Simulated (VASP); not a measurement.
# W (P6_3/mmc) in VASP: further runs, part 2 of 2

VASP 6.6.1.

### Step 3. Single point, PBE (18.48 Å³/atom)

This run uses another cell than the first one, of 18.48 Å³/atom.

The input, INCAR:

```
ALGO = Normal
EDIFF = 1E-7
ENCUT = 520
GGA = PE
ISIF = 2
ISMEAR = -1
LASPH = True
LCHARG = False
LREAL = False
LWAVE = False
NBANDS = 36
NELM = 80
PREC = Accurate
SIGMA = 0.1
```

The input, KPOINTS:

```
k-points
0
Gamma
  15 15 4
```

The input, POSCAR:

```
W
1.0
    2.8934424298      0.0000000000      0.0000000000
   -1.4467212149      2.5057946486      0.0000000000
    0.0000000000      0.0000000000     10.1944897675
W
4
Direct
    0.0000000000      0.0000000000      1.0000000000
    0.0000000000      0.0000000000      0.5000000000
    0.3333333333      0.6666666667      0.2500000000
    0.6666666667      0.3333333333      0.7500000000
```

Potentials or basis: VASP PAW PBE potentials, release 64 (W_sv).

Run with:

```sh
cat potpaw_PBE.64/W_sv/POTCAR > POTCAR
mpirun -np 1 vasp_std > vasp.out
```

OUTCAR:

```text
EDIFF = 1E-7
   ENCUT = 520
   GGA = PE
   ISIF = 2
   ISMEAR = -1
   LASPH = True
   LREAL = False
   NELM = 80
   PREC = Accurate

 ion  position               nearest neighbor table
   1  0.000  0.000  0.000-   3 3.05   4 3.05   4 3.05   3 3.05   4 3.05   3 3.05
   2  0.000  0.000  0.500-   3 3.05   4 3.05   4 3.05   3 3.05   4 3.05   3 3.05
   3  0.333  0.667  0.250-   1 3.05   2 3.05   1 3.05   2 3.05   1 3.05   2 3.05
   4  0.667  0.333  0.750-   1 3.05   2 3.05   1 3.05   2 3.05   1 3.05   2 3.05

  LATTYP: Found a hexagonal cell.
 ALAT       =     2.8934424298
 C/A-ratio  =     3.5233083135

  Lattice vectors:

 A1 = (   2.8934424298,   0.0000000000,   0.0000000000)
 A2 = (  -1.4467212149,   2.5057946486,   0.0000000000)
 A3 = (   0.0000000000,   0.0000000000,  10.1944897675)

Analysis of symmetry for initial positions (statically):
=====================================================================
 Subroutine PRICEL returns:
 Original cell was already a primitive cell.

 Routine SETGRP: Setting up the symmetry group for a
 hexagonal supercell.

 Subroutine GETGRP returns: Found 24 space group operations
[... 170 lines left out ...]

 E-fermi :   9.0263     XC(G=0): -12.7785

 val. band max:        9.0135450791   @ k =   0.4667   0.0667   0.2500
 cond. band min:       9.0337236826   @ k =   0.0000   0.0000   0.2500
 fundamental gap:      0.0201786035
 Fermi energy:         9.0262993115

 k-point     1 :       0.0000    0.0000    0.0000
  band No.  band energies     occupation
      1     -64.9725      2.00000
      2     -64.9600      2.00000
      3     -64.9362      2.00000
      4     -64.9237      2.00000
      5     -29.4709      2.00000
      6     -29.1805      2.00000
[... 925 lines left out ...]
     35      12.8916      0.00000
     36      13.0321      0.00000

 [... further k-points ...]

------------------------ aborting loop because EDIFF is reached ----------------------------------------

  FORCE on cell =-STRESS in cart. coord.  units (eV):
  Direction    XX          YY          ZZ          XY          YZ          ZX
  --------------------------------------------------------------------------------------
  -------------------------------------------------------------------------------------
  Total      -12.1749930    -12.1749930    -10.3521680     -0.0000000      0.0000000      0.0000000
  in kB     -263.9085660   -263.9085660   -224.3964978     -0.0000000      0.0000000      0.0000000
  external PRESSURE =    -250.7378766 kB  Pullay stress =       0.0000000 kB

 VOLUME and BASIS-vectors are now :
 -----------------------------------------------------------------------------
  energy-cutoff  :      520.00
  volume of cell :       73.91
      direct lattice vectors                 reciprocal lattice vectors
     2.893442430  0.000000000  0.000000000     0.345609088  0.199537500  0.000000000
    -1.446721215  2.505794649  0.000000000     0.000000000  0.399075000  0.000000000
     0.000000000  0.000000000 10.194489768     0.000000000  0.000000000  0.098092207

 POSITION                                       TOTAL-FORCE (eV/Angst)
 -----------------------------------------------------------------------------------
      0.00000      0.00000      0.00000        -0.000000     -0.000000     -0.000000
      0.00000      0.00000      5.09724        -0.000000     -0.000000     -0.000000
     -0.00000      1.67053      2.54862        -0.000000      0.000000     -0.000000
      1.44672      0.83526      7.64587         0.000000     -0.000000      0.000000
 -----------------------------------------------------------------------------------
    total drift:                               -0.000000      0.000000     -0.000000

  FREE ENERGIE OF THE ION-ELECTRON SYSTEM (eV)
  ---------------------------------------------------
  free  energy   TOTEN  =       -49.2915028275 eV

  energy  without entropy=      -49.1417840021  energy(sigma->0) =      -49.21664341
```

stdout:

```text
POSCAR found type information on POSCAR W
 POSCAR found :  1 types and       4 ions
 scaLAPACK will be used
 LDA part: xc-table for (Slater+PW92), standard interpolation
 POSCAR, INCAR and KPOINTS ok, starting setup
 FFT: planning ... GRIDC
 FFT: planning ... GRID_SOFT
 FFT: planning ... GRID
 WAVECAR not read
 entering main loop
```

It took 3.4 min on 1 thread of Intel Xeon Platinum 8259CL at 2.50GHz (Skylake/Cascade Lake), shared host; peak memory 0.3 GiB.

Results:

| Quantity | Value |
| --- | --- |
| Free energy | -49.2915 eV |
| Pressure | -25.1 GPa |
| Band gap on the k mesh | zero (bands 28 and 29 overlap by 1.51 eV) |

Caveat: the cell stands under tension; spin-orbit coupling is left out, which moves the levels of the heavy elements.

### Step 4. Single point, PBE

This run uses another cell than the first one, of 16.50 Å³/atom.

The input, INCAR:

```
PREC = Accurate
ENCUT = 520
EDIFF = 1E-6
ISMEAR = -1
SIGMA = 0.1
LREAL = F
LASPH = T
NELM = 100
ALGO = Normal
ISIF = 2
LWAVE = F
LCHARG = F
GGA = PE
NBANDS = 36
```

The input, KPOINTS:

```
regular mesh
0
Gamma
  17 17 5
```

The input, POSCAR:

```
W
1.0
    2.7861778685      0.0000000000      0.0000000000
   -1.3930889343      2.4129008136      0.0000000000
    0.0000000000      0.0000000000      9.8165636470
W
4
Direct
    0.0000000000      0.0000000000      1.0000000000
    0.0000000000      0.0000000000      0.5000000000
    0.3333333333      0.6666666667      0.2500000000
    0.6666666667      0.3333333333      0.7500000000
```

Run with:

```sh
cat potpaw_PBE.64/W_sv/POTCAR > POTCAR
mpirun -np 1 vasp_std > vasp.out
```

It took 2.9 min on 1 thread of Intel Xeon Platinum 8259CL at 2.50GHz (Skylake/Cascade Lake), shared host; peak memory 0.31 GiB.

It converged, with:

| Quantity | Value |
| --- | --- |
| Free energy | -49.9632 eV |
| Pressure | 0.4 GPa |
| Band gap on the k mesh | zero (bands 28 and 29 overlap by 2.00 eV) |

Stress tensor (GPa, compression positive):
```
0.57 0.00 0.00
0.00 0.57 0.00
0.00 0.00 0.13
```

Levels at points of the mesh, in eV from the Fermi level:
| k point | band 26 | band 27 | band 28 | band 29 | band 30 | band 31 |
| --- | --- | --- | --- | --- | --- | --- |
| (0.00, 0.00, 0.00) | -0.43 | -0.43 | -0.21 | -0.16 | -0.16 | 0.02 |

Caveat: spin-orbit coupling is left out, which moves the levels of the heavy elements.

### Step 5. The runs side by side

```tsv
cell	k mesh	gap on the mesh (eV)	pressure (GPa)
a = 2.859, b = 2.859, c = 10.072 Å, angles 90.0, 90.0, 120.0°, 4 atoms	15 × 15 × 4	none	-18.3
a = 2.893, b = 2.893, c = 10.194 Å, angles 90.0, 90.0, 120.0°, 4 atoms	15 × 15 × 4	none	-25.1
a = 2.786, b = 2.786, c = 9.817 Å, angles 90.0, 90.0, 120.0°, 4 atoms	17 × 17 × 5	none	0.4
```

Alike in all rows: task single point; level PBE; potentials or basis VASP PAW PBE potentials, release 64 (W_sv); no spin polarisation; cutoff (eV) 520; smearing fermi-dirac 0.1 eV.

Caveats: spin-orbit coupling is left out, which moves the levels of the heavy elements; the cell stands under tension (at least some runs).

Total energies depend on the potentials used, so only differences within one code and one set of settings carry meaning.

The gap in the log of VASP goes by the Fermi energy; the results here count the filled bands.